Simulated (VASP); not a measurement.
# CuO (P4_2/mmc) in VASP: a series of runs, part 2 of 3

VASP 6.6.1. The steps go on from the part before.

### 4 Single point, PBE

This run uses another cell than the first one, of 9.96 Å³/atom.

The input, INCAR:

```
SYSTEM = CuO
ALGO = Normal ; EDIFF = 1E-6
ENCUT = 1340 ; GGA = PE
GGA_COMPAT = .FALSE. ; ISIF = 2
ISMEAR = -1 ; LASPH = .TRUE.
LCHARG = .FALSE. ; LREAL = .FALSE.
LWAVE = .FALSE. ; NBANDS = 33
NELM = 120 ; PREC = Accurate
SIGMA = 0.05
```

The input, KPOINTS:

```
k-points
0
G
  8 8 6
  0 0 0
```

The input, POSCAR:

```
CuO
1.0
    2.7837742010      0.0000000000      0.0000000000
    0.0000000000      2.7837742010      0.0000000000
    0.0000000000      0.0000000000      5.1394099216
Cu O
2 2
Direct
    0.0000000000      0.5000000000      0.0000000000
    0.5000000000      0.0000000000      0.5000000000
    0.0000000000      0.0000000000      0.2500000000
    0.0000000000      0.0000000000      0.7500000000
```

Potentials or basis: VASP PAW PBE potentials, release 64 (Cu_sv_GW, O_h).

Command:

```bash
> cat potpaw_PBE.64/Cu_sv_GW/POTCAR potpaw_PBE.64/O_h/POTCAR > POTCAR
> mpirun -np 1 vasp_std > vasp.out
```

OUTCAR:

```text
SYSTEM = CuO
   EDIFF = 1E-6
   ENCUT = 1340
   GGA = PE
   ISIF = 2
   ISMEAR = -1
   LASPH = .TRUE.
   LREAL = .FALSE.
   NELM = 120
   PREC = Accurate

 ion  position               nearest neighbor table
   1  0.000  0.500  0.000-   3 1.89   4 1.89   3 1.89   4 1.89
   2  0.500  0.000  0.500-   3 1.89   4 1.89   3 1.89   4 1.89
   3  0.000  0.000  0.250-   1 1.89   2 1.89   1 1.89   2 1.89
   4  0.000  0.000  0.750-   1 1.89   2 1.89   1 1.89   2 1.89

  LATTYP: Found a simple tetragonal cell.
 ALAT       =     2.7837742010
 C/A-ratio  =     1.8462021524

  Lattice vectors:
[... 1062 lines left out ...]
  --------------------------------------------------------------------------------------
  -------------------------------------------------------------------------------------
  Total        4.8655027      4.8655027      4.8996483      0.0000000      0.0000000      0.0000000
  in kB      195.7298335    195.7298335    197.1034473      0.0000000      0.0000000      0.0000000
  external PRESSURE =     196.1877048 kB  Pullay stress =       0.0000000 kB

 VOLUME and BASIS-vectors are now :
 -----------------------------------------------------------------------------
  energy-cutoff  :     1340.00
  volume of cell :       39.83
      direct lattice vectors                 reciprocal lattice vectors
     2.783774201  0.000000000  0.000000000     0.359224538  0.000000000  0.000000000
     0.000000000  2.783774201  0.000000000     0.000000000  0.359224538  0.000000000
     0.000000000  0.000000000  5.139409922     0.000000000  0.000000000  0.194574867

 POSITION                                       TOTAL-FORCE (eV/Angst)
 -----------------------------------------------------------------------------------
      0.00000      1.39189      0.00000         0.000000      0.000000      0.000000
      1.39189      0.00000      2.56970         0.000000      0.000000      0.000000
      0.00000      0.00000      1.28485         0.000000      0.000000      0.000000
      0.00000      0.00000      3.85456         0.000000      0.000000     -0.000000
 -----------------------------------------------------------------------------------
    total drift:                                0.000000      0.000000      0.000000

  FREE ENERGIE OF THE ION-ELECTRON SYSTEM (eV)
  ---------------------------------------------------
  free  energy   TOTEN  =       -19.6369151482 eV

  energy  without entropy=      -19.6205899819  energy(sigma->0) =      -19.62875257
```

OSZICAR:

```text
N       E                     dE             d eps       ncg     rms          rms(c)
DAV:   1     0.134135552840E+04    0.13414E+04   -0.50346E+04  6079   0.883E+03
DAV:   2     0.146741313159E+03   -0.11946E+04   -0.11488E+04  6795   0.159E+03
DAV:   3    -0.170206023812E+02   -0.16376E+03   -0.15786E+03  7758   0.638E+02
DAV:   4    -0.255084887752E+02   -0.84879E+01   -0.83594E+01  6794   0.178E+02
DAV:   5    -0.258152247234E+02   -0.30674E+00   -0.30488E+00  7272   0.281E+01    0.181E+01
DAV:   6    -0.235578980942E+02    0.22573E+01   -0.43529E+01  6904   0.360E+02    0.157E+01
DAV:   7    -0.195527843278E+02    0.40051E+01   -0.15467E+01  6440   0.300E+02    0.433E+00
DAV:   8    -0.196553186214E+02   -0.10253E+00   -0.17061E+00  7016   0.144E+01    0.232E+00
DAV:   9    -0.196403937845E+02    0.14925E-01   -0.60458E-02  7360   0.124E+01    0.597E-01
DAV:  10    -0.196366544955E+02    0.37393E-02   -0.10369E-02  7408   0.512E+00    0.163E-01
DAV:  11    -0.196369600594E+02   -0.30556E-03   -0.22848E-03  6576   0.434E-01    0.666E-02
DAV:  12    -0.196369182207E+02    0.41839E-04   -0.23640E-04  7272   0.306E-01    0.230E-02
DAV:  13    -0.196369143143E+02    0.39064E-05   -0.35871E-05  6864   0.324E-01    0.666E-03
DAV:  14    -0.196369151482E+02   -0.83388E-06   -0.54167E-07  3256   0.477E-02
   1 F= -.19636915E+02 E0= -.19628753E+02  d E =-.163252E-01
```

It took 4.1 min on 1 thread of Intel Xeon Platinum 8559C (Emerald Rapids), shared host; peak memory 0.49 GiB.

Results:

```yaml
Free_energy: -19.6369 eV
Pressure: 19.6 GPa
Band_gap_on_the_k_mesh: zero (bands 25 and 26 overlap by 1.18 eV)
```

Levels at points of the mesh, in eV from the Fermi level:
| k point | band 21 | band 22 | band 23 | band 24 | band 25 | band 26 | band 27 | band 28 | band 29 | band 30 |
| --- | --- | --- | --- | --- | --- | --- | --- | --- | --- | --- |
| (0.00, 0.00, 0.00) | -2.73 | -2.66 | -2.57 | -2.36 | 0.68 | 0.68 | 1.66 | 6.30 | 7.55 | 14.27 |
| (0.50, 0.00, 0.00) | -2.45 | -2.19 | -1.75 | -1.68 | 0.24 | 0.42 | 3.14 | 6.32 | 6.93 | 11.52 |
| (0.50, 0.50, 0.00) | -2.55 | -2.55 | -1.66 | -1.26 | -1.26 | 1.30 | 1.91 | 7.00 | 10.35 | 10.35 |
| (0.00, 0.00, 0.50) | -2.62 | -2.62 | -1.70 | -1.70 | 0.04 | 0.04 | 3.77 | 3.77 | 11.67 | 11.67 |
| (0.50, 0.00, 0.50) | -2.72 | -2.67 | -2.21 | -1.99 | -0.05 | 0.69 | 4.03 | 6.17 | 8.54 | 9.76 |
| (0.50, 0.50, 0.50) | -2.31 | -2.31 | -1.51 | -1.51 | -0.42 | -0.42 | 3.83 | 3.83 | 11.60 | 11.60 |

Caveat: the cell stands under pressure; semilocal functionals often make such compounds metallic where correlation or magnetic order opens a gap, which also shifts bond lengths. With open d or f shells a metallic result of PBE can be an artefact of self-interaction; +U or a hybrid may open a gap.

### 5 Single point, RPBE

This run uses another cell than the first one, of 11.97 Å³/atom.

The input, INCAR:

```
  PREC = Accurate
  ENCUT = 820
  EDIFF = 1E-6
  ISMEAR = -1
  SIGMA = 0.05
  LREAL = F
  LASPH = T
  NELM = 120
  ALGO = Normal
  ISIF = 2
  LWAVE = F
  LCHARG = F
  GGA = RP
  NBANDS = 33
  GGA_COMPAT = F
```

The input, KPOINTS:

```
Automatic mesh
0
Gamma
  8 8 6
```

The input, POSCAR:

```
CuO
1.0
    3.3758013685      0.0000000000      0.0000000000
    0.0000000000      3.3758013685      0.0000000000
    0.0000000000      0.0000000000      4.2028806177
Cu O
2 2
Direct
    0.0000000000      0.5000000000      0.0000000000
    0.5000000000      0.0000000000      0.5000000000
    0.0000000000      0.0000000000      0.2500000000
    0.0000000000      0.0000000000      0.7500000000
```

Potentials or basis: VASP PAW PBE potentials, release 64 (Cu_sv_GW, O).

Command:

```bash
> cat potpaw_PBE.64/Cu_sv_GW/POTCAR potpaw_PBE.64/O/POTCAR > POTCAR
> mpirun -np 1 vasp_std > vasp.out
```

OUTCAR:

```text
PREC = Accurate
   ENCUT = 820
   EDIFF = 1E-6
   ISMEAR = -1
   LREAL = F
   LASPH = T
   NELM = 120
   ISIF = 2
   GGA = RP

 ion  position               nearest neighbor table
   1  0.000  0.500  0.000-   3 1.99   4 1.99   3 1.99   4 1.99
   2  0.500  0.000  0.500-   3 1.99   4 1.99   3 1.99   4 1.99
   3  0.000  0.000  0.250-   1 1.99   2 1.99   1 1.99   2 1.99
   4  0.000  0.000  0.750-   1 1.99   2 1.99   1 1.99   2 1.99

  LATTYP: Found a simple tetragonal cell.
 ALAT       =     3.3758013685
 C/A-ratio  =     1.2450023443

  Lattice vectors:

 A1 = (   3.3758013685,   0.0000000000,   0.0000000000)
 A2 = (   0.0000000000,   3.3758013685,   0.0000000000)
 A3 = (   0.0000000000,   0.0000000000,   4.2028806177)

Analysis of symmetry for initial positions (statically):
=====================================================================
 Subroutine PRICEL returns:
 Original cell was already a primitive cell.

 Routine SETGRP: Setting up the symmetry group for a
 simple tetragonal supercell.

 Subroutine GETGRP returns: Found 16 space group operations
 (whereof  8 operations were pure point group operations)
 out of a pool of 16 trial point group operations.

The static configuration has the point symmetry D_2h.
 The point group associated with its full space group is D_4h.

Analysis of symmetry for dynamics (positions and initial velocities):
=====================================================================
 Subroutine PRICEL returns:
 Original cell was already a primitive cell.

 Routine SETGRP: Setting up the symmetry group for a
 simple tetragonal supercell.

 Subroutine GETGRP returns: Found 16 space group operations
 (whereof  8 operations were pure point group operations)
 out of a pool of 16 trial point group operations.

The dynamic configuration has the point symmetry D_2h.
 The point group associated with its full space group is D_4h.

[... 119 lines left out ...]
   IALGO  =     38    algorithm
   IMIX   =      4    mixing-type and parameters
     AMIX     =   0.40;   BMIX     =  1.00
     AMIX_MAG =   1.60;   BMIX_MAG =  1.00
  volume/ion in A,a.u.               =      11.97        80.80
  Fermi-wavevector in a.u.,A,eV,Ry     =   1.660726  3.138316 37.524999  2.758010
  Thomas-Fermi vector in A             =   2.747912
   LORBIT       =      0    0 simple, 1 ext, 2 COOP (PROOUT), +10 PAW based schemes
   GGA     = RP    functional components
   LHFCALC =     F    Hartree Fock is set to
   AEXX    =    0.0000 exact exchange contribution
   IVDW    =     0    specifies the selected vdW correction
   LEPSILON=     F    determine dielectric tensor
   LRPA    =     F    only Hartree local field effects (RPA)
 non-spin polarized calculation
  energy-cutoff  :      820.00
  volume of cell :       47.90
 maximum number of plane-waves:      2580
 NGX is ok and might be reduce to    32
   NGX = 15   NGY = 15   NGZ = 19

 number of electron      49.9999956 magnetization

 Free energy of the ion-electron system (eV)
  ---------------------------------------------------
  ext. energy  EPLUGINS =         0.00000000
  ---------------------------------------------------
  free energy    TOTEN  =       -16.73503588 eV

  energy without entropy =      -16.71606372  energy(sigma->0) =      -16.72554980

 E-fermi :   4.6831     XC(G=0): -10.9180

 val. band max:        4.6816379054   @ k =   0.2500   0.1250   0.1667
 cond. band min:       4.7085323234   @ k =   0.1250   0.0000   0.5000
 fundamental gap:      0.0268944180
 Fermi energy:         4.6831242441

 k-point     1 :       0.0000    0.0000    0.0000
  band No.  band energies     occupation
      1    -108.1074      2.00000
      2    -108.1064      2.00000
      3     -65.5327      2.00000
      4     -65.5327      2.00000
      5     -65.4389      2.00000
      6     -65.4335      2.00000
[... 853 lines left out ...]
     32      16.0980      0.00000
     33      19.1589      0.00000

 [... further k-points ...]

------------------------ aborting loop because EDIFF is reached ----------------------------------------

  FORCE on cell =-STRESS in cart. coord.  units (eV):
  Direction    XX          YY          ZZ          XY          YZ          ZX
  --------------------------------------------------------------------------------------
  -------------------------------------------------------------------------------------
  Total       -2.1906824     -2.1906824      9.9074283      0.0000000      0.0000000      0.0000000
  in kB      -73.2806271    -73.2806271    331.4138834      0.0000000      0.0000000      0.0000000
  external PRESSURE =      61.6175430 kB  Pullay stress =       0.0000000 kB

 VOLUME and BASIS-vectors are now :
 -----------------------------------------------------------------------------
  energy-cutoff  :      820.00
  volume of cell :       47.90
      direct lattice vectors                 reciprocal lattice vectors
     3.375801368  0.000000000  0.000000000     0.296225960  0.000000000  0.000000000
     0.000000000  3.375801368  0.000000000     0.000000000  0.296225960  0.000000000
     0.000000000  0.000000000  4.202880618     0.000000000  0.000000000  0.237932050

 POSITION                                       TOTAL-FORCE (eV/Angst)
 -----------------------------------------------------------------------------------
      0.00000      1.68790      0.00000         0.000000     -0.000000     -0.000000
      1.68790      0.00000      2.10144         0.000000     -0.000000     -0.000000
      0.00000      0.00000      1.05072         0.000000      0.000000      0.000000
      0.00000      0.00000      3.15216         0.000000     -0.000000      0.000000
 -----------------------------------------------------------------------------------
    total drift:                                0.000000      0.000000     -0.000000

  FREE ENERGIE OF THE ION-ELECTRON SYSTEM (eV)
  ---------------------------------------------------
  free  energy   TOTEN  =       -16.7350358781 eV

  energy  without entropy=      -16.7160637163  energy(sigma->0) =      -16.72554980
```

stdout:

```text
POSCAR found type information on POSCAR CuO
 POSCAR found :  2 types and       4 ions
 scaLAPACK will be used
 -----------------------------------------------------------------------------
|                                                                             |
|                                                                             |
|     You enforced a specific xc type in the INCAR file but a different       |
|     I HOPE YOU KNOW WHAT YOU ARE DOING!                                     |
|                                                                             |
 -----------------------------------------------------------------------------

 LDA part: xc-table for (Slater+PW92), standard interpolation
 POSCAR, INCAR and KPOINTS ok, starting setup
 FFT: planning ... GRIDC
 FFT: planning ... GRID_SOFT
 FFT: planning ... GRID
 WAVECAR not read
 entering main loop
```

Wall time 97 s (1 thread of Intel Xeon 6975P-C (Granite Rapids), shared host); peak memory 0.31 GiB.

What came out:

| Item | Value |
| --- | --- |
| Free energy | -16.7350 eV |
| Pressure | 6.2 GPa |
| Band gap on the k mesh | zero (bands 25 and 26 overlap by 1.84 eV) |

Levels at points of the mesh, in eV from the Fermi level:
```
           k point  band 23  band 24  band 25  band 26  band 27  band 28
(0.00, 0.00, 0.00)    -1.31     0.42     0.55     0.69     0.69     6.17
(0.50, 0.00, 0.00)    -1.83    -1.82     0.58     0.98     3.82     4.25
(0.50, 0.50, 0.00)    -1.84    -1.57    -1.57     0.63     1.37     8.19
(0.00, 0.00, 0.50)    -1.73    -1.73    -0.04    -0.04     2.29     2.29
(0.50, 0.00, 0.50)    -1.93    -1.87    -0.74     0.45     3.88     5.26
(0.50, 0.50, 0.50)    -1.68    -1.68    -1.17    -1.17     3.48     3.48
```

Caveat: the stress differs along the axes, from -7 to 33 GPa; the PAW data sets were made with another functional, which shifts forces and pressure a little; semilocal functionals often make such compounds metallic where correlation or magnetic order opens a gap, which also shifts bond lengths. With open d or f shells a metallic result of RPBE can be an artefact of self-interaction; +U or a hybrid may open a gap.

[end of part 2 of 3]

The gap in the log of VASP goes by the Fermi energy; the results here count the filled bands.